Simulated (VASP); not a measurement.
# PbF2 (Fluorocronite) (Fm-3m) in VASP: a series of runs

The runs below take PbF2 (Fluorocronite) through single point, with LDA.

Program: VASP 6.6.1. These are calculated values, not measurements. Logs are shortened: lines on timing, memory, paths and dates and some standing lists are left out, and cuts for length are marked.

## (1) The cell of the first run

Symmetry: Fm-3m, No. 225, cubic system. The conventional cell has a = 6.044 Å, b = 6.044 Å, c = 6.044 Å, α = 90.00°, β = 90.00°, γ = 90.00°. Pb (site symmetry m-3m) has 8 F at 2.62 Å within 3.5 Å. Within 3.5 Å of F (site symmetry -43m) lie 4 Pb at 2.62 Å and 6 F at 3.02 Å.

## (2) Single point, LDA

Input file INCAR:

```
SYSTEM = PbF2
PREC = Accurate
ENCUT = 600
EDIFF = 1E-6
ISMEAR = -1
SIGMA = 0.05
LREAL = .FALSE.
LASPH = .TRUE.
NELM = 120
ALGO = Normal
ISIF = 2
LWAVE = .FALSE.
LCHARG = .TRUE.
LELF = .TRUE.
LVHAR = .TRUE.
NBANDS = 21
GGA_COMPAT = .FALSE.
```

Input file KPOINTS:

```
Automatic mesh
0
G
  7 7 7
  0 0 0
```

Input file POSCAR:

```
PbF2
1.0
    0.0000000000      3.0217857373      3.0217857373
    3.0217857373      0.0000000000      3.0217857373
    3.0217857373      3.0217857373      0.0000000000
Pb F
1 2
Direct
    0.0000000000      0.0000000000      0.0000000000
    0.7500000000      0.7500000000      0.7500000000
    0.2500000000      0.2500000000      0.2500000000
```

Potentials or basis: VASP PAW LDA potentials, release 64 (Pb_d, F).

Run with:

```console
$ cat potpaw_LDA.64/Pb_d/POTCAR potpaw_LDA.64/F/POTCAR > POTCAR
$ mpirun -np 1 vasp_std > vasp.out
```

OUTCAR:

```text
SYSTEM = PbF2
   PREC = Accurate
   ENCUT = 600
   EDIFF = 1E-6
   ISMEAR = -1
   LREAL = .FALSE.
   LASPH = .TRUE.
   NELM = 120
   ISIF = 2

 ion  position               nearest neighbor table
   1  0.000  0.000  0.000-   2 2.62   2 2.62   2 2.62   2 2.62   3 2.62   3 2.62   3 2.62   3 2.62

   2  0.750  0.750  0.750-   1 2.62   1 2.62   1 2.62   1 2.62
   3  0.250  0.250  0.250-   1 2.62   1 2.62   1 2.62   1 2.62

  LATTYP: Found a face centered cubic cell.
 ALAT       =     6.0435714746

  Lattice vectors:

 A1 = (   0.0000000000,   3.0217857373,   3.0217857373)
 A2 = (   3.0217857373,   0.0000000000,   3.0217857373)
 A3 = (   3.0217857373,   3.0217857373,   0.0000000000)

Analysis of symmetry for initial positions (statically):
=====================================================================
 Subroutine PRICEL returns:
 Original cell was already a primitive cell.

 Routine SETGRP: Setting up the symmetry group for a
 face centered cubic supercell.

 Subroutine GETGRP returns: Found 48 space group operations
 (whereof 48 operations were pure point group operations)
 out of a pool of 48 trial point group operations.

The static configuration has the point symmetry O_h .

Analysis of symmetry for dynamics (positions and initial velocities):
=====================================================================
 Subroutine PRICEL returns:
 Original cell was already a primitive cell.

 Routine SETGRP: Setting up the symmetry group for a
 face centered cubic supercell.

 Subroutine GETGRP returns: Found 48 space group operations
 (whereof 48 operations were pure point group operations)
 out of a pool of 48 trial point group operations.

The dynamic configuration has the point symmetry O_h .

 Subroutine INISYM returns: Found 48 space group operations
 (whereof 48 operations are pure point group operations),
 and found     1 'primitive' translations

----------------------------------------------------------------------------------------

                                     Primitive cell

  volume of cell :      55.1850

  direct lattice vectors                    reciprocal lattice vectors
     0.000000000  3.021785737  3.021785737    -0.165465074  0.165465074  0.165465074
     3.021785737  0.000000000  3.021785737     0.165465074 -0.165465074  0.165465074
     3.021785737  3.021785737  0.000000000     0.165465074  0.165465074 -0.165465074

  length of vectors
     4.273450372  4.273450372  4.273450372     0.286593915  0.286593915  0.286593915

  position of ions in fractional coordinates (direct lattice)
     0.000000000  0.000000000  0.000000000
     0.750000000  0.750000000  0.750000000
     0.250000000  0.250000000  0.250000000

  ion indices of the primitive-cell ions
   primitive index   ion index
                 1           1
                 2           2
                 3           3

----------------------------------------------------------------------------------------

 KPOINTS: Automatic mesh

Automatic generation of k-mesh.
 Grid dimensions read from file:
 generate k-points for:    7    7    7

 Generating k-lattice:

  Cartesian coordinates                     Fractional coordinates (reciprocal lattice)
    -0.023637868  0.023637868  0.023637868     0.142857143  0.000000000  0.000000000
     0.023637868 -0.023637868  0.023637868     0.000000000  0.142857143  0.000000000
     0.023637868  0.023637868 -0.023637868     0.000000000  0.000000000  0.142857143

  Length of vectors
     0.040941988  0.040941988  0.040941988

  Shift w.r.t. Gamma in fractional coordinates (k-lattice)
     0.000000000  0.000000000  0.000000000

 Subroutine IBZKPT returns following result:
 ===========================================

 Found     20 irreducible k-points:

 Following reciprocal coordinates:
            Coordinates               Weight
  0.000000  0.000000  0.000000      1.000000
  0.142857  0.000000  0.000000      8.000000
  0.285714  0.000000  0.000000      8.000000
  0.428571  0.000000  0.000000      8.000000
  0.142857  0.142857  0.000000      6.000000
  0.285714  0.142857  0.000000     24.000000
[... 12 lines left out ...]
 -0.428571  0.428571  0.142857     24.000000
 -0.285714  0.428571  0.142857     24.000000
   k-points           NKPTS =     20   k-points in BZ     NKDIM =     20   number of bands    NBANDS=     21
   number of dos      NEDOS =    301   number of ions     NIONS =      3
   total plane-waves  NPLWV =  46656
   dimension x,y,z NGX =    36 NGY =   36 NGZ =   36
   dimension x,y,z NGXF=    72 NGYF=   72 NGZF=   72
   ions per type =               1   2
   NGX,Y,Z   is equivalent  to a cutoff of  14.00, 14.00, 14.00 a.u.
   NGXF,Y,Z  is equivalent  to a cutoff of  28.01, 28.01, 28.01 a.u.
 SYSTEM =  PbF2
   PREC   = accura    normal or accurate (medium, high low for compatibility)
   ISTART =      0    job   : 0-new  1-cont  2-samecut
   ICHARG =      2    charge: 1-file 2-atom 10-const
   ISPIN  =      1    spin polarized calculation?
   LNONCOLLINEAR =      F non collinear calculations
   LSORBIT =      F    spin-orbit coupling
   LASPH  =      T    aspherical Exc in radial PAW
   ENCUT  =  600.0 eV  44.10 Ry    6.64 a.u.   8.54  8.54  8.54*2*pi/ulx,y,z
   NELM   =    120;   NELMIN=  2; NELMDL= -5     # of ELM steps
   EDIFF  = 0.1E-05   stopping-criterion for ELM
   LREAL  =      F    real-space projection
[... 7 lines left out ...]
   TEBEG  =    0.0;   TEEND  =   0.0 temperature during run
   PSTRESS=    0.0 pullay stress
   NELECT =      28.0000    total number of electrons
   NUPDOWN=      -1.0000    fix difference up-down
   EMIN   =  10.00;   EMAX   =-10.00  energy-range for DOS
   EFERMI =   0.00;   METHOD = LEGACY
   ISMEAR =    -1;   SIGMA  =   0.05  broadening in eV -4-tet -1-fermi 0-gaus
   EFERMI_NEDOS =   21; number of points for ismear=-14 and -15
   IALGO  =     38    algorithm
   IMIX   =      4    mixing-type and parameters
     AMIX     =   0.40;   BMIX     =  1.00
     AMIX_MAG =   1.60;   BMIX_MAG =  1.00
  volume/ion in A,a.u.               =      18.39       124.14
  Fermi-wavevector in a.u.,A,eV,Ry     =   1.305731  2.467475 23.197041  1.704934
  Thomas-Fermi vector in A             =   2.436581
   LORBIT       =      0    0 simple, 1 ext, 2 COOP (PROOUT), +10 PAW based schemes
   GGA     = CA    functional components
   LHFCALC =     F    Hartree Fock is set to
   AEXX    =    0.0000 exact exchange contribution
   IVDW    =     0    specifies the selected vdW correction
   LEPSILON=     F    determine dielectric tensor
   LRPA    =     F    only Hartree local field effects (RPA)
 non-spin polarized calculation
  energy-cutoff  :      600.00
  volume of cell :       55.18
 maximum number of plane-waves:      1868
 NGX is ok and might be reduce to    36
   NGX = 17   NGY = 17   NGZ = 17

 number of electron      27.9999992 magnetization

 Free energy of the ion-electron system (eV)
  ---------------------------------------------------
  ext. energy  EPLUGINS =         0.00000000
  ---------------------------------------------------
  free energy    TOTEN  =       -15.80175408 eV

  energy without entropy =      -15.80175408  energy(sigma->0) =      -15.80175408

 E-fermi :   1.9553     XC(G=0):  -9.7776

 val. band max:        0.8053585252   @ k =  -0.4286   0.1429   0.0000
 cond. band min:       5.0673780550   @ k =   0.4286   0.4286   0.0000
 fundamental gap:      4.2620195297
 Fermi energy:         1.9552627670

 k-point     1 :       0.0000    0.0000    0.0000
  band No.  band energies     occupation
      1     -19.4383      2.00000
      2     -18.8700      2.00000
      3     -13.4708      2.00000
      4     -13.4708      2.00000
      5     -13.4708      2.00000
      6     -13.4222      2.00000
[... 13 lines left out ...]
     20      15.5126      0.00000
     21      17.6156      0.00000

 k-point     2 :       0.1429    0.0000    0.0000
  band No.  band energies     occupation
      1     -19.4027      2.00000
      2     -18.9025      2.00000
      3     -13.4645      2.00000
      4     -13.4645      2.00000
      5     -13.4359      2.00000
      6     -13.4219      2.00000
[... 13 lines left out ...]
     20      15.0002      0.00000
     21      16.9674      0.00000

 k-point     3 :       0.2857    0.0000    0.0000
  band No.  band energies     occupation
      1     -19.3127      2.00000
      2     -18.9831      2.00000
      3     -13.4565      2.00000
      4     -13.4565      2.00000
      5     -13.4148      2.00000
      6     -13.4148      2.00000
[... 13 lines left out ...]
     20      14.4083      0.00000
     21      15.5881      0.00000

 k-point     4 :       0.4286    0.0000    0.0000
  band No.  band energies     occupation
      1     -19.2071      2.00000
      2     -19.0789      2.00000
      3     -13.4564      2.00000
      4     -13.4564      2.00000
      5     -13.4027      2.00000
      6     -13.4027      2.00000
[... 13 lines left out ...]
     20      14.1433      0.00000
     21      14.6124      0.00000

 k-point     5 :       0.1429    0.1429    0.0000
  band No.  band energies     occupation
      1     -19.3917      2.00000
      2     -18.9121      2.00000
      3     -13.4577      2.00000
      4     -13.4577      2.00000
      5     -13.4316      2.00000
      6     -13.4271      2.00000
[... 13 lines left out ...]
     20      15.7083      0.00000
     21      16.9182      0.00000
[... 286 lines left out ...]
     20      16.0703      0.00000
     21      16.2405      0.00000

 k-point    18 :      -0.4286    0.2857    0.1429
  band No.  band energies     occupation
      1     -19.1770      2.00000
      2     -19.0990      2.00000
      3     -13.4383      2.00000
      4     -13.4291      2.00000
      5     -13.4079      2.00000
      6     -13.3738      2.00000
[... 13 lines left out ...]
     20      16.4936      0.00000
     21      16.8198      0.00000

 k-point    19 :      -0.4286    0.4286    0.1429
  band No.  band energies     occupation
      1     -19.1759      2.00000
      2     -19.0945      2.00000
      3     -13.4434      2.00000
      4     -13.4103      2.00000
      5     -13.4039      2.00000
      6     -13.3795      2.00000
[... 13 lines left out ...]
     20      15.6000      0.00000
     21      17.2846      0.00000

 k-point    20 :      -0.2857    0.4286    0.1429
  band No.  band energies     occupation
      1     -19.1380      2.00000
      2     -19.1314      2.00000
      3     -13.4387      2.00000
      4     -13.4141      2.00000
      5     -13.4050      2.00000
      6     -13.3480      2.00000
[... 13 lines left out ...]
     20      16.3440      0.00000
     21      16.8733      0.00000

------------------------ aborting loop because EDIFF is reached ----------------------------------------

  FORCE on cell =-STRESS in cart. coord.  units (eV):
  Direction    XX          YY          ZZ          XY          YZ          ZX
  --------------------------------------------------------------------------------------
  -------------------------------------------------------------------------------------
  Total       -2.7144310     -2.7144310     -2.7144310     -0.0000000     -0.0000000      0.0000000
  in kB      -78.8076513    -78.8076513    -78.8076513     -0.0000000     -0.0000000      0.0000000
  external PRESSURE =     -78.8076513 kB  Pullay stress =       0.0000000 kB

 VOLUME and BASIS-vectors are now :
 -----------------------------------------------------------------------------
  energy-cutoff  :      600.00
  volume of cell :       55.18
      direct lattice vectors                 reciprocal lattice vectors
     0.000000000  3.021785737  3.021785737    -0.165465074  0.165465074  0.165465074
     3.021785737  0.000000000  3.021785737     0.165465074 -0.165465074  0.165465074
     3.021785737  3.021785737  0.000000000     0.165465074  0.165465074 -0.165465074

 POSITION                                       TOTAL-FORCE (eV/Angst)
 -----------------------------------------------------------------------------------
      0.00000      0.00000      0.00000         0.000000     -0.000000     -0.000000
      4.53268      4.53268      4.53268        -0.000000      0.000000     -0.000000
      1.51089      1.51089      1.51089        -0.000000     -0.000000      0.000000
 -----------------------------------------------------------------------------------
    total drift:                                0.000000      0.000000      0.000000

  FREE ENERGIE OF THE ION-ELECTRON SYSTEM (eV)
  ---------------------------------------------------
  free  energy   TOTEN  =       -15.8017540773 eV

  energy  without entropy=      -15.8017540772  energy(sigma->0) =      -15.80175408
```

It took 29 s on 1 thread of Intel Xeon 6975P-C, shared host; peak memory 0.18 GiB.

What came out:

```yaml
Free_energy: -15.8018 eV
Pressure: -7.9 GPa
Band_gap_on_the_k_mesh: 4.26 eV, indirect (least direct gap 4.47 eV)
```

Levels at points of the mesh, in eV from the valence-band top:
```csv
k point,band 11,band 12,band 13,band 14,band 15,band 16,band 17,band 18
"(0.00, 0.00, 0.00)",-2.14,-1.65,-1.65,-1.65,6.51,6.51,6.51,10.12
```

Caveat: spin-orbit coupling is left out, which moves the levels of the heavy elements.

(Part 1 of 2 ends here.)
